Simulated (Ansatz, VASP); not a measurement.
## One calculation of Ag, two programs

```
CELL_PARAMETERS angstrom
-1.62161 1.62161 1.62161
1.62161 -1.62161 1.62161
1.62161 1.62161 -1.62161
ATOMIC_POSITIONS crystal
Ag 0.00000 0.00000 0.00000
```

Alike in both runs: task relaxation of cell and atoms; functional RPBE; k mesh 14 × 14 × 14; occupations fermi-dirac, width 0.1 eV; no spin polarisation.

|  | VASP | Ansatz |
| --- | --- | --- |
| version | VASP 6.6.1 | Ansatz 0.2.0 |
| potentials or method | VASP PAW PBE potentials, release 64 (Ag), cutoff 600 eV | plane waves (420 eV) with PAW, scalar-relativistic |
| valence electrons in the cell | 11 | 19 |

Ansatz gave:

```
relaxed volume (Å³/atom)                                     : 18.90
relaxed cell length with the largest relative difference (Å) : 2.906
```

What did VASP give for the same quantities?

Relaxed volume (Å³/atom): 18.85; relaxed cell length with the largest relative difference (Å): 2.904.

VASP's potentials were made for PBE, not for RPBE. VASP's potentials hold 11 valence electrons a cell and Ansatz's 19, so a difference there can come from the potentials and not from the codes.
